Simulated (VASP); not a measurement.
# GaCuSe2 (P4/mmm) in VASP: settings compared

The runs below take GaCuSe2 through single point, relaxation of cell and atoms, with PBE, r2SCAN.

All numbers are computed with VASP 6.6.1; they aren't measurements. Logs are shortened: lines on timing, memory, paths and dates and some standing lists are left out, and cuts for length are marked.

### 1 The cell of the first run

It takes space group P4/mmm (No. 123, tetragonal). Conventional cell: a = 3.764 Å, b = 3.764 Å, c = 5.302 Å, α = 90.00°, β = 90.00°, γ = 90.00°. Within 3.5 Å of Cu (site symmetry 4/mmm) lie 6 Se at 2.65 to 2.66 Å. Within 3.5 Å of Se (site symmetry 4/mmm) lie 2 Cu at 2.65 Å and 4 Ga at 2.66 Å. Se (site symmetry 4/mmm) has 2 Ga at 2.65 Å and 4 Cu at 2.66 Å within 3.5 Å. Ga (site symmetry 4/mmm) has 6 Se at 2.65 to 2.66 Å within 3.5 Å.

### 2 Single point, PBE

The input, INCAR:

```
ALGO = Normal
EDIFF = 1E-6
ENCUT = 520
GGA = PE
ISIF = 2
ISMEAR = -1
LASPH = True
LCHARG = True
LELF = True
LREAL = False
LVHAR = True
LWAVE = False
NBANDS = 26
NELM = 100
PREC = Accurate
SIGMA = 0.02
```

The input, KPOINTS:

```
k-points
0
Gamma
  6 6 4
```

The input, POSCAR:

```
GaCuSe2
1.0
    3.7640314839      0.0000000000      0.0000000000
    0.0000000000      3.7640314839      0.0000000000
    0.0000000000      0.0000000000      5.3015317951
Cu Se Ga
1 2 1
Direct
    0.0000000000      0.0000000000      0.0000000000
    0.0000000000      0.0000000000      0.5000000000
    0.5000000000      0.5000000000      0.0000000000
    0.5000000000      0.5000000000      0.5000000000
```

Potentials or basis: VASP PAW PBE potentials, release 64 (Cu, Se, Ga_d).

Run with:

```
$ cat potpaw_PBE.64/Cu/POTCAR potpaw_PBE.64/Se/POTCAR potpaw_PBE.64/Ga_d/POTCAR > POTCAR
$ mpirun -np 1 vasp_std > vasp.out
```

OUTCAR:

```text
EDIFF = 1E-6
   ENCUT = 520
   GGA = PE
   ISIF = 2
   ISMEAR = -1
   LASPH = True
   LREAL = False
   NELM = 100
   PREC = Accurate

 ion  position               nearest neighbor table
   1  0.000  0.000  0.000-   2 2.65   2 2.65   3 2.66   3 2.66   3 2.66   3 2.66
   2  0.000  0.000  0.500-   1 2.65   1 2.65   4 2.66   4 2.66   4 2.66   4 2.66
   3  0.500  0.500  0.000-   4 2.65   4 2.65   1 2.66   1 2.66   1 2.66   1 2.66
   4  0.500  0.500  0.500-   3 2.65   3 2.65   2 2.66   2 2.66   2 2.66   2 2.66

  LATTYP: Found a simple tetragonal cell.
 ALAT       =     3.7640314839
 C/A-ratio  =     1.4084716926

  Lattice vectors:

 A1 = (   3.7640314839,   0.0000000000,   0.0000000000)
 A2 = (   0.0000000000,   3.7640314839,   0.0000000000)
 A3 = (   0.0000000000,   0.0000000000,   5.3015317951)

Analysis of symmetry for initial positions (statically):
=====================================================================
 Subroutine PRICEL returns:
 Original cell was already a primitive cell.

 Routine SETGRP: Setting up the symmetry group for a
 simple tetragonal supercell.

 Subroutine GETGRP returns: Found 16 space group operations
 (whereof 16 operations were pure point group operations)
 out of a pool of 16 trial point group operations.

The static configuration has the point symmetry D_4h.

Analysis of symmetry for dynamics (positions and initial velocities):
=====================================================================
 Subroutine PRICEL returns:
 Original cell was already a primitive cell.

 Routine SETGRP: Setting up the symmetry group for a
 simple tetragonal supercell.

 Subroutine GETGRP returns: Found 16 space group operations
 (whereof 16 operations were pure point group operations)
 out of a pool of 16 trial point group operations.

The dynamic configuration has the point symmetry D_4h.

 Subroutine INISYM returns: Found 16 space group operations
 (whereof 16 operations are pure point group operations),
 and found     1 'primitive' translations

----------------------------------------------------------------------------------------

                                     Primitive cell

  volume of cell :      75.1117

  direct lattice vectors                    reciprocal lattice vectors
     3.764031484  0.000000000  0.000000000     0.265672592  0.000000000  0.000000000
     0.000000000  3.764031484  0.000000000     0.000000000  0.265672592  0.000000000
     0.000000000  0.000000000  5.301531795     0.000000000  0.000000000  0.188624729

  length of vectors
     3.764031484  3.764031484  5.301531795     0.265672592  0.265672592  0.188624729

  position of ions in fractional coordinates (direct lattice)
     0.000000000  0.000000000  0.000000000
     0.000000000  0.000000000  0.500000000
     0.500000000  0.500000000  0.000000000
     0.500000000  0.500000000  0.500000000

  ion indices of the primitive-cell ions
   primitive index   ion index
                 1           1
                 2           2
                 3           3
                 4           4

----------------------------------------------------------------------------------------

 KPOINTS: k-points

Automatic generation of k-mesh.
 Grid dimensions read from file:
 generate k-points for:    6    6    4

 Generating k-lattice:

  Cartesian coordinates                     Fractional coordinates (reciprocal lattice)
     0.044278765  0.000000000  0.000000000     0.166666667  0.000000000  0.000000000
     0.000000000  0.044278765  0.000000000     0.000000000  0.166666667  0.000000000
     0.000000000  0.000000000  0.047156182     0.000000000  0.000000000  0.250000000

  Length of vectors
     0.044278765  0.044278765  0.047156182

  Shift w.r.t. Gamma in fractional coordinates (k-lattice)
     0.000000000  0.000000000  0.000000000

 Subroutine IBZKPT returns following result:
 ===========================================

 Found     30 irreducible k-points:

 Following reciprocal coordinates:
            Coordinates               Weight
  0.000000  0.000000  0.000000      1.000000
  0.166667  0.000000  0.000000      4.000000
  0.333333  0.000000  0.000000      4.000000
  0.500000  0.000000  0.000000      2.000000
  0.166667  0.166667  0.000000      4.000000
  0.333333  0.166667  0.000000      8.000000
[... 16 lines left out ...]
  0.333333  0.000000  0.500000      4.000000
  0.500000  0.000000  0.500000      2.000000
 [... further k-points ...]
   k-points           NKPTS =     30   k-points in BZ     NKDIM =     30   number of bands    NBANDS=     26
   number of dos      NEDOS =    301   number of ions     NIONS =      4
   total plane-waves  NPLWV =  31360
   dimension x,y,z NGX =    28 NGY =   28 NGZ =   40
   dimension x,y,z NGXF=    56 NGYF=   56 NGZF=   80
   ions per type =               1   2   1
   NGX,Y,Z   is equivalent  to a cutoff of  12.37, 12.37, 12.54 a.u.
   NGXF,Y,Z  is equivalent  to a cutoff of  24.73, 24.73, 25.09 a.u.
 SYSTEM =  unknown system
   PREC   = accura    normal or accurate (medium, high low for compatibility)
   ISTART =      0    job   : 0-new  1-cont  2-samecut
   ICHARG =      2    charge: 1-file 2-atom 10-const
   ISPIN  =      1    spin polarized calculation?
   LNONCOLLINEAR =      F non collinear calculations
   LSORBIT =      F    spin-orbit coupling
   LASPH  =      T    aspherical Exc in radial PAW
   ENCUT  =  520.0 eV  38.22 Ry    6.18 a.u.   7.00  7.00  9.86*2*pi/ulx,y,z
   NELM   =    100;   NELMIN=  2; NELMDL= -5     # of ELM steps
   EDIFF  = 0.1E-05   stopping-criterion for ELM
   LREAL  =      F    real-space projection
   EDIFFG = 0.1E-04   stopping-criterion for IOM
   NSW    =      0    number of steps for IOM
   IBRION =     -1    ionic relax: 0-MD 1-quasi-New 2-CG
   NFREE  =      0    steps in history (QN), initial steepest desc. (CG)
   ISIF   =      2    stress and relaxation
   ISYM   =      2    0-nonsym 1-usesym 2-fastsym
   POTIM  = 0.5000    time-step for ionic-motion
   TEBEG  =    0.0;   TEEND  =   0.0 temperature during run
   PSTRESS=    0.0 pullay stress
   NELECT =      36.0000    total number of electrons
   NUPDOWN=      -1.0000    fix difference up-down
   EMIN   =  10.00;   EMAX   =-10.00  energy-range for DOS
   EFERMI =   0.00;   METHOD = LEGACY
   ISMEAR =    -1;   SIGMA  =   0.02  broadening in eV -4-tet -1-fermi 0-gaus
   EFERMI_NEDOS =   21; number of points for ismear=-14 and -15
   IALGO  =     38    algorithm
   IMIX   =      4    mixing-type and parameters
     AMIX     =   0.40;   BMIX     =  1.00
     AMIX_MAG =   1.60;   BMIX_MAG =  1.00
  volume/ion in A,a.u.               =      18.78       126.72
  Fermi-wavevector in a.u.,A,eV,Ry     =   1.281169  2.421058 22.332517  1.641394
  Thomas-Fermi vector in A             =   2.413554
   LORBIT       =      0    0 simple, 1 ext, 2 COOP (PROOUT), +10 PAW based schemes
   GGA     = PE    functional components
   LHFCALC =     F    Hartree Fock is set to
   AEXX    =    0.0000 exact exchange contribution
   IVDW    =     0    specifies the selected vdW correction
   LEPSILON=     F    determine dielectric tensor
   LRPA    =     F    only Hartree local field effects (RPA)
 non-spin polarized calculation
  energy-cutoff  :      520.00
  volume of cell :       75.11
 maximum number of plane-waves:      2072
 NGX is ok and might be reduce to    28
   NGX = 13   NGY = 13   NGZ = 19

 number of electron      36.0000011 magnetization

 Free energy of the ion-electron system (eV)
  ---------------------------------------------------
  ext. energy  EPLUGINS =         0.00000000
  ---------------------------------------------------
  free energy    TOTEN  =       -14.61973688 eV

  energy without entropy =      -14.61861376  energy(sigma->0) =      -14.61917532

 E-fermi :   5.3474     XC(G=0): -10.6493

 val. band max:        5.3113376088   @ k =   0.3333   0.0000   0.5000
 cond. band min:       5.4019338321   @ k =   0.3333   0.0000   0.2500
 fundamental gap:      0.0905962233
 Fermi energy:         5.3473508360

 k-point     1 :       0.0000    0.0000    0.0000
  band No.  band energies     occupation
      1      -9.9625      2.00000
      2      -9.7742      2.00000
      3      -9.7695      2.00000
      4      -9.7218      2.00000
      5      -9.7218      2.00000
      6      -9.3961      2.00000
[... 18 lines left out ...]
     25      13.3167      0.00000
     26      13.6528      0.00000

 k-point     2 :       0.1667    0.0000    0.0000
  band No.  band energies     occupation
      1      -9.9329      2.00000
      2      -9.7795      2.00000
      3      -9.7677      2.00000
      4      -9.7262      2.00000
      5      -9.7214      2.00000
      6      -9.2114      2.00000
[... 18 lines left out ...]
     25      13.5494      0.00000
     26      14.3490      0.00000

 k-point     3 :       0.3333    0.0000    0.0000
  band No.  band energies     occupation
      1      -9.8886      2.00000
      2      -9.7991      2.00000
      3      -9.7545      2.00000
      4      -9.7348      2.00000
      5      -9.7206      2.00000
      6      -8.6846      2.00000
[... 18 lines left out ...]
     25      13.0414      0.00000
     26      13.7255      0.00000

 k-point     4 :       0.5000    0.0000    0.0000
  band No.  band energies     occupation
      1      -9.8708      2.00000
      2      -9.8088      2.00000
      3      -9.7477      2.00000
      4      -9.7391      2.00000
      5      -9.7202      2.00000
      6      -8.1450      2.00000
[... 18 lines left out ...]
     25      12.3424      0.00000
     26      12.6466      0.00000
[... 496 lines left out ...]
      1      -9.8999      2.00000
      2      -9.7794      2.00000
      3      -9.7673      2.00000
      4      -9.7283      2.00000
      5      -9.7229      2.00000
      6      -8.5699      2.00000
[... 18 lines left out ...]
     25      12.4525      0.00000
     26      12.8497      0.00000

 k-point    23 :       0.3333    0.0000    0.5000
  band No.  band energies     occupation
      1      -9.8287      2.00000
      2      -9.7991      2.00000
      3      -9.7507      2.00000
      4      -9.7378      2.00000
      5      -9.7221      2.00000
      6      -8.2618      2.00000
[... 18 lines left out ...]
     25      11.8435      0.00000
     26      13.3541      0.00000

 k-point    24 :       0.5000    0.0000    0.5000
  band No.  band energies     occupation
      1      -9.8088      2.00000
      2      -9.8024      2.00000
      3      -9.7423      2.00000
      4      -9.7392      2.00000
      5      -9.7217      2.00000
      6      -8.0586      2.00000
[... 18 lines left out ...]
     25      10.9694      0.00000
     26      12.8882      0.00000

 [... further k-points ...]
[... 5 lines left out ...]
  --------------------------------------------------------------------------------------
  -------------------------------------------------------------------------------------
  Total        0.1052909      0.1052909      0.1004037      0.0000000      0.0000000      0.0000000
  in kB        2.2459171      2.2459171      2.1416696      0.0000000      0.0000000      0.0000000
  external PRESSURE =       2.2111679 kB  Pullay stress =       0.0000000 kB

 VOLUME and BASIS-vectors are now :
 -----------------------------------------------------------------------------
  energy-cutoff  :      520.00
  volume of cell :       75.11
      direct lattice vectors                 reciprocal lattice vectors
     3.764031484  0.000000000  0.000000000     0.265672592  0.000000000  0.000000000
     0.000000000  3.764031484  0.000000000     0.000000000  0.265672592  0.000000000
     0.000000000  0.000000000  5.301531795     0.000000000  0.000000000  0.188624729

 POSITION                                       TOTAL-FORCE (eV/Angst)
 -----------------------------------------------------------------------------------
      0.00000      0.00000      0.00000         0.000000      0.000000      0.000000
      0.00000      0.00000      2.65077         0.000000      0.000000      0.000000
      1.88202      1.88202      0.00000         0.000000      0.000000      0.000000
      1.88202      1.88202      2.65077         0.000000      0.000000      0.000000
 -----------------------------------------------------------------------------------
    total drift:                                0.000000      0.000000      0.000000

  FREE ENERGIE OF THE ION-ELECTRON SYSTEM (eV)
  ---------------------------------------------------
  free  energy   TOTEN  =       -14.6197368835 eV

  energy  without entropy=      -14.6186137566  energy(sigma->0) =      -14.61917532
```

Wall time 24 s (1 thread of AMD EPYC 9R45 (Zen 5), shared host); peak memory 0.18 GiB.

What came out:

- Free energy: -14.6197 eV
- Pressure: 0.2 GPa
- Band gap on the k mesh: zero (band 18 reaches 5.92 eV, above the bottom of band 19 at 3.34 eV)

With open d or f shells a metallic result of PBE can be an artefact of self-interaction; +U or a hybrid may open a gap.

### 3 Relaxation of cell and atoms, PBE

This run uses another cell than the first one, of 17.09 Å³/atom, 0.910 times its volume.

The input, INCAR:

```
SYSTEM = GaCuSe2
PREC = Accurate ; ENCUT = 600
EDIFF = 1E-6 ; ISMEAR = -1
SIGMA = 0.02 ; LREAL = .FALSE.
LASPH = .TRUE. ; NELM = 100
ALGO = Normal ; ISIF = 3
LWAVE = .FALSE. ; LCHARG = .FALSE.
GGA = PE ; IBRION = 2
NSW = 80 ; EDIFFG = -0.005
```

The input, KPOINTS:

```
Automatic mesh
0
G
  6 6 4
  0 0 0
```

The input, POSCAR:

```
GaCuSe2
1.0
    3.6429738316      0.0000000000      0.0000000000
    0.0000000000      3.6429738316      0.0000000000
    0.0000000000      0.0000000000      5.1519430000
Cu Se Ga
1 2 1
Direct
    0.0000000000      0.0000000000      0.0000000000
    0.0000000000      0.0000000000      0.5000000000
    0.5000000000      0.5000000000      0.0000000000
    0.5000000000      0.5000000000      0.5000000000
```

Potentials or basis: VASP PAW PBE potentials, release 64 (Cu, Se, Ga_d).

Run with:

```
$ cat potpaw_PBE.64/Cu/POTCAR potpaw_PBE.64/Se/POTCAR potpaw_PBE.64/Ga_d/POTCAR > POTCAR
$ mpirun -np 1 vasp_std > vasp.out
```

Run time: 91 s. Hardware: 1 thread of AMD EPYC 9R45 (Zen 5), shared host; peak memory 0.21 GiB.

The run converged. Its results:

```yaml
Free_energy: -14.6190 eV
Relaxed_volume: 18.82 Å³/atom
Relaxed_cell: a = 3.766 Å, b = 3.766 Å, c = 5.306 Å, α = 90.00°, β = 90.00°, γ = 90.00°
Space_group_after_relaxing_to_0.05_Å: P4/mmm (No. 123)
Energy_gained_by_relaxing: 44.6 meV/atom
Ionic_steps: 6
Pressure_after_relaxing: 0.0 GPa
Band_gap_on_the_k_mesh: zero (band 18 reaches 5.89 eV, above the bottom of band 19 at 3.32 eV)
```

The path:
| step | energy change (eV) | largest force (eV/Å) | pressure (GPa) | volume (Å³) |
| --- | --- | --- | --- | --- |
| 1 | 0.0000 | 0.0000 | 9.04 | 68.37 |
| 2 | -0.1512 | 0.0000 | -2.74 | 78.37 |
| 3 | -0.1785 | 0.0000 | 0.02 | 75.26 |
| 4 | -0.1784 | 0.0000 | -0.13 | 75.41 |
| 5 | -0.1785 | 0.0000 | 0.04 | 75.25 |
| 6 | -0.1785 | 0.0000 | 0.00 | 75.27 |

Final structure:
```
Cu Se Ga
1.0
     3.76623    0.00000    0.00000
     0.00000    3.76623    0.00000
     0.00000    0.00000    5.30648
Cu Se Ga
1 2 1
Direct
  0.00000 0.00000 0.00000
  0.00000 0.00000 0.50000
  0.50000 0.50000 0.00000
  0.50000 0.50000 0.50000
```

Levels at points of the mesh, in eV from the Fermi level:
| k point | band 16 | band 17 | band 18 | band 19 | band 20 | band 21 |
| --- | --- | --- | --- | --- | --- | --- |
| (0.00, 0.00, 0.00) | -2.19 | -1.15 | -1.04 | -1.04 | 1.22 | 4.16 |
| (0.50, 0.00, 0.00) | -1.91 | -1.61 | 0.28 | 1.77 | 2.34 | 3.64 |
| (0.50, 0.50, 0.00) | -2.52 | -2.27 | -2.15 | -2.01 | 0.35 | 4.45 |
| (0.00, 0.00, 0.50) | -1.79 | -1.79 | -1.47 | 0.38 | 2.24 | 4.58 |
| (0.50, 0.00, 0.50) | -1.15 | 0.52 | 0.56 | 1.91 | 2.29 | 2.70 |
| (0.50, 0.50, 0.50) | -2.15 | -2.07 | -1.86 | 1.07 | 3.73 | 3.99 |

With open d or f shells a metallic result of PBE can be an artefact of self-interaction; +U or a hybrid may open a gap.

### 4 Single point, r2SCAN

This run uses another cell than the first one, of 18.27 Å³/atom, 0.973 times its volume.

The input, POSCAR:

```
GaCuSe2
1.0
    3.7295628207      0.0000000000      0.0000000000
    0.0000000000      3.7295628207      0.0000000000
    0.0000000000      0.0000000000      5.2545477339
Cu Se Ga
1 2 1
Direct
    0.0000000000      0.0000000000      0.0000000000
    0.0000000000      0.0000000000      0.5000000000
    0.5000000000      0.5000000000      0.0000000000
    0.5000000000      0.5000000000      0.5000000000
```

The input, INCAR.step1:

```
SYSTEM = GaCuSe2
PREC = Accurate
ENCUT = 520
ISMEAR = -1
SIGMA = 0.02
LREAL = .False.
LASPH = .True.
NELM = 100
NBANDS = 26
GGA = PE
ALGO = Normal
EDIFF = 1E-4
LWAVE = .True.
LCHARG = .False.
```

The input, INCAR.step2:

```
SYSTEM = GaCuSe2
PREC = Accurate
ENCUT = 520
EDIFF = 1E-6
ISMEAR = -1
SIGMA = 0.02
LREAL = .False.
LASPH = .True.
NELM = 100
ALGO = Normal
ISIF = 2
LWAVE = .False.
LCHARG = .True.
METAGGA = R2SCAN
LMIXTAU = .True.
LELF = .True.
LVHAR = .True.
NBANDS = 26
ISTART = 1
```

The input, KPOINTS:

```
regular mesh
0
Gamma
  6 6 4
  0 0 0
```

Run with:

```
$ cat potpaw_PBE.64/Cu/POTCAR potpaw_PBE.64/Se/POTCAR potpaw_PBE.64/Ga_d/POTCAR > POTCAR
$ cp INCAR.step1 INCAR
$ mpirun -np 1 vasp_std > vasp.out
$ cp INCAR.step2 INCAR
$ mpirun -np 1 vasp_std > vasp.out
```

It took 1.8 min on 1 thread of AMD EPYC 9R45 (Zen 5), shared host; peak memory 0.18 GiB.

It converged, with:

| Property | Result |
| --- | --- |
| Free energy | -52.1100 eV |
| Pressure | 0.0 GPa |
| Band gap on the k mesh | zero (band 18 reaches 6.07 eV, above the bottom of band 19 at 3.45 eV) |

Levels at points of the mesh, in eV from the Fermi level:
| k point | band 14 | band 15 | band 16 | band 17 | band 18 | band 19 | band 20 | band 21 | band 22 | band 23 |
| --- | --- | --- | --- | --- | --- | --- | --- | --- | --- | --- |
| (0.00, 0.00, 0.00) | -2.49 | -2.49 | -2.24 | -1.34 | -1.20 | -1.20 | 1.91 | 4.47 | 8.43 | 8.43 |
| (0.50, 0.00, 0.00) | -2.36 | -2.05 | -2.03 | -1.82 | 0.29 | 2.08 | 2.69 | 3.87 | 6.09 | 6.98 |
| (0.50, 0.50, 0.00) | -3.07 | -2.67 | -2.67 | -2.37 | -2.29 | -2.03 | 0.70 | 4.77 | 4.77 | 10.08 |
| (0.00, 0.00, 0.50) | -2.02 | -2.02 | -1.98 | -1.98 | -1.42 | 0.59 | 2.51 | 4.92 | 6.58 | 6.85 |
| (0.50, 0.00, 0.50) | -2.31 | -1.44 | -1.31 | 0.55 | 0.58 | 2.31 | 2.66 | 2.87 | 4.32 | 4.81 |
| (0.50, 0.50, 0.50) | -2.34 | -2.34 | -2.29 | -2.13 | -1.90 | 1.24 | 4.12 | 4.44 | 7.25 | 7.82 |

Caveat: the PAW data sets were made with another functional, which shifts forces and pressure a little. With open d or f shells a metallic result of r2SCAN can be an artefact of self-interaction; +U or a hybrid may open a gap.

[end of part 1 of 2]
